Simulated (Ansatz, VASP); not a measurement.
## K2IF in VASP and in Ansatz

Contents of POSCAR:

```
K2IF
1.0
    2.1686786482      1.2520872013      7.3061004310
   -2.1686786482      1.2520872013      7.3061004310
    0.0000000000     -2.5041744026      7.3061004311
F I K
1 1 2
Direct
    1.0000000000      0.0000000000      0.0000000000
    0.5000000000      0.5000000000      0.5000000000
    0.2724996286      0.2724996286      0.2724996286
    0.7275003714      0.7275003714      0.7275003714
```

INCAR.step1

```
PREC = Accurate
ENCUT = 520
ISMEAR = 0
SIGMA = 0.01
LREAL = False
LASPH = True
NELM = 60
NBANDS = 24
GGA = PE
ALGO = Normal
EDIFF = 1E-4
LWAVE = True
LCHARG = False
```

File INCAR.step2:

```
PREC = Accurate
ENCUT = 520
EDIFF = 1E-6
ISMEAR = 0
SIGMA = 0.01
LREAL = False
LASPH = True
NELM = 60
ALGO = Normal
ISIF = 2
LWAVE = False
LCHARG = True
METAGGA = R2SCAN
LMIXTAU = True
LELF = True
LVHAR = True
NBANDS = 24
ISTART = 1
```

Contents of KPOINTS:

```
regular mesh
0
Gamma
  8 8 8
```

Input for Ansatz:

```yaml
crystal:
  lattice:
    - [2.1686786482, 1.2520872013, 7.306100431]
    - [-2.1686786482, 1.2520872013, 7.306100431]
    - [0.0, -2.5041744026, 7.3061004311]
  atoms:
    - { symbol: F, position: [1.0, 0.0, 0.0] }
    - { symbol: I, position: [0.5, 0.5, 0.5] }
    - { symbol: K, position: [0.2724996286, 0.2724996286, 0.2724996286] }
    - { symbol: K, position: [0.7275003714, 0.7275003714, 0.7275003714] }
kpoints:
  mp_grid: { grid: [8, 8, 8] }
  band_path:
    path:
      - [0.0, 0.0, 0.0]
      - [0.5, 0.5, 0.5]
      - [0.813753607, 0.186246393, 0.5]
      - [0.5, -0.186246393, 0.186246393]
      - [0.5, 0.0, 0.0]
      - [0.3431231965, -0.3431231965, 0.0]
      - [0.6568768035, 0.0, 0.3431231965]
      - [0.5, 0.0, 0.5]
    npoints: 1
hamiltonian:
  xc: r2scan
scf:
  occupations: { method: fixed }
  n_extra_bands: 5
output:
  forces: true
  stress: true
  eigenvalues: true
```

Alike in both runs: task single point; functional r2SCAN; k mesh 8 × 8 × 8; no spin polarisation.

|  | VASP | Ansatz |
| --- | --- | --- |
| version | VASP 6.6.1 | Ansatz 0.2.0 |
| potentials or method | VASP PAW PBE potentials, release 64 (F, I, K_sv) | plane waves, PAW |
| plane-wave cutoff (eV) | 520 | 500 |
| occupations | gaussian, width 0.01 eV | fixed |
| valence electrons in the cell | 32 | 42 |

```tsv
	VASP	Ansatz	Ansatz less VASP
gap on the k mesh at the Fermi level (eV)	3.63	3.63	+0.001
pressure (GPa)	0.0	0.0	+0.02
```

VASP's potentials were made for PBE, not for r2SCAN. VASP's potentials hold 32 valence electrons a cell and Ansatz's 42, so a difference there can come from the potentials and not from the codes.

Neither program's run includes spin-orbit coupling.
